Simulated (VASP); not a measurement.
Runs of VASP 6.6.1 on C. The structure is that of space group P-3m1 (No. 164), or close to it. The cells are those of the table. 

```csv
cell,pressure (GPa),largest force (eV/Å)
"a = 2.445, b = 2.445, c = 12.989 Å, angles 90.0, 90.0, 60.0°, 6 atoms",0.6,0.01
"a = 2.445, b = 2.445, c = 10.489 Å, angles 90.0, 90.0, 60.0°, 6 atoms",0.6,0.02
"a = 2.445, b = 2.445, c = 10.989 Å, angles 90.0, 90.0, 60.0°, 6 atoms",0.6,0.01
"a = 2.445, b = 2.445, c = 9.689 Å, angles 90.0, 90.0, 60.0°, 6 atoms",1.3,0.11
"a = 2.445, b = 2.445, c = 10.739 Å, angles 90.0, 90.0, 60.0°, 6 atoms",0.6,0.02
"a = 2.445, b = 2.445, c = 11.489 Å, angles 90.0, 90.0, 60.0°, 6 atoms",(a),0.01
```

Alike in all rows: task single point; level LDA; potentials or basis VASP PAW LDA potentials, release 64 (C); no spin polarisation; k mesh 12 × 12 × 3; cutoff (eV) 520; smearing gaussian 0.05 eV.

Task: Estimate the missing entries.

Result: (a) 0.7.
